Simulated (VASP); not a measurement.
**Si: single point with PBE**

Crystal: Si.

```
Si
1.0
    -5.47094    5.47094    5.47094
     0.00000   -2.73547    2.73547
     5.47094    2.73547    2.73547
Si
12
Direct
  0.29167 0.00000 0.16667
  0.29167 0.50000 0.66667
  0.62500 0.50000 0.00000
  0.62500 0.00000 0.50000
  0.95833 0.50000 0.33333
  0.95833 0.00000 0.83333
  0.04167 0.00000 0.16667
  0.04167 0.50000 0.66667
  0.37500 0.50000 0.00000
  0.37500 0.00000 0.50000
  0.70833 0.50000 0.33333
  0.70833 0.00000 0.83333
```

* Program: VASP 6.6.1
* Task: single point
* Functional: PBE
* Potentials or basis: VASP PAW PBE potentials, release 64 (Si)
* Cutoff: 520 eV
* k mesh: 3 × 7 × 4
* Occupations: fermi-dirac, width 0.02 eV
* Spin: no spin polarisation
* Dipole correction: no
* Further INCAR settings: ALGO = Normal; EDIFF = 1e-06; NBANDS = 36

```json
{"Pressure": "-0.1 GPa", "Band gap on the k mesh": "0.72 eV"}
```

Levels at points of the mesh, in eV from the valence-band top:
| k point | band 21 | band 22 | band 23 | band 24 | band 25 | band 26 | band 27 | band 28 |
| --- | --- | --- | --- | --- | --- | --- | --- | --- |
| (0.00, 0.00, 0.00) | -0.98 | 0.00 | 0.00 | 0.00 | 0.75 | 0.75 | 1.69 | 1.69 |
| (0.00, 0.00, 0.50) | -1.08 | -1.08 | -0.92 | -0.92 | 1.45 | 1.45 | 2.40 | 2.40 |

Run time: 2.4 min on 1 thread of Intel(R) Xeon(R) Platinum 8488C (Sapphire Rapids) (shared host), peak memory 0.38 GiB.

Caveat: an odd mesh through Γ misses points on the zone boundary, where band edges can lie.
